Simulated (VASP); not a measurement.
## Be3Pd2S: relaxation of cell and atoms with PBE

The system is Be3Pd2S.

```
CELL_PARAMETERS angstrom
2.42591 1.40060 3.83914
-2.42591 1.40060 3.83914
0.00000 -2.80120 3.83914
ATOMIC_POSITIONS crystal
Be 0.00000 0.50000 0.00000
Be 0.50000 0.00000 0.00000
Be 0.00000 0.00000 0.50000
Pd 0.62377 0.62377 0.62377
Pd 0.37623 0.37623 0.37623
S 0.00000 0.00000 0.00000
```

```yaml
Program: VASP 6.6.1
Task: relaxation of cell and atoms
Functional: PBE
Potentials_or_basis: VASP PAW PBE potentials, release 64 (Be, Pd, S)
Cutoff: 600 eV
k_mesh: 6 × 6 × 6
Occupations: gaussian, width 0.1 eV
Spin: no spin polarisation
Dipole_correction: no
Further_INCAR_settings: ALGO = Normal; EDIFF = 1e-06; IBRION = 2; EDIFFG = -0.04; NSW = 90; ISIF = 3
```

```yaml
Relaxed_volume: 11.52 Å³/atom
Relaxed_cell: a = 4.479 Å, b = 4.479 Å, c = 4.479 Å, α = 63.98°, β = 63.98°, γ = 63.98°
Space_group_after_relaxing_to_0.05_Å: R-3m (No. 166)
Energy_gained_by_relaxing: 73.8 meV/atom
Ionic_steps: 12
Pressure_after_relaxing: 0.0 GPa
Largest_force_after_relaxing: 0.020 eV/Å
Band_gap_on_the_k_mesh: zero (band 16 reaches 10.43 eV, above the bottom of band 17 at 8.59 eV)
```

Forces on the atoms (eV/Å):
```
Be   0.000  0.000  0.000
Be   0.000  0.000  0.000
Be   0.000  0.000  0.000
Pd   0.000  0.000  0.020
Pd   0.000  0.000 -0.020
S    0.000  0.000  0.000
```

Stress tensor (GPa, compression positive):
```
-0.04  0.00  0.00
 0.00 -0.04  0.00
 0.00  0.00  0.09
```

The path:
```
step  energy change (eV)  largest force (eV/Å)  pressure (GPa)  volume (Å³)
   1              0.0000                0.1791          -13.00        78.27
   2             -0.3966                0.2039            4.74        66.88
   3             -0.4269                0.0996            0.02        69.01
   4             -0.4267                0.1076            0.41        68.83
   5             -0.4290                0.0888           -0.19        69.12
   6             -0.4303                0.0602           -1.11        69.58
   7             -0.4314                0.0588           -1.05        69.57
   8             -0.4342                0.0546           -0.98        69.54
   9             -0.4387                0.0483           -0.79        69.47
  10             -0.4421                0.0405           -0.34        69.32
  11             -0.4421                0.0419           -0.40        69.34
  12             -0.4426                0.0201            0.00        69.13
```

Final structure:
```
Be Pd S
1.0
     2.37323    1.37018    3.54343
    -2.37323    1.37018    3.54343
     0.00000   -2.74037    3.54343
Be Pd S
3 2 1
Direct
  0.00000 0.50000 0.00000
  0.50000 0.00000 0.00000
  0.00000 0.00000 0.50000
  0.62890 0.62890 0.62890
  0.37110 0.37110 0.37110
  0.00000 0.00000 0.00000
```

Levels at points of the mesh, in eV from the Fermi level:
| k point | band 14 | band 15 | band 16 | band 17 | band 18 | band 19 |
| --- | --- | --- | --- | --- | --- | --- |
| (0.00, 0.00, 0.00) | -0.90 | -0.90 | 1.02 | 1.92 | 1.92 | 2.15 |
| (0.50, 0.00, 0.00) | -1.90 | -1.48 | -0.59 | 1.08 | 1.82 | 2.59 |
| (0.50, 0.50, 0.00) | -2.62 | -2.25 | -1.27 | 1.16 | 2.56 | 2.78 |
| (0.50, 0.50, 0.50) | -1.17 | -1.17 | -0.82 | -0.82 | -0.35 | 2.49 |

Run time: 3 min on 1 thread of Intel(R) Xeon(R) 6975P-C (Granite Rapids) (shared host), peak memory 0.28 GiB.
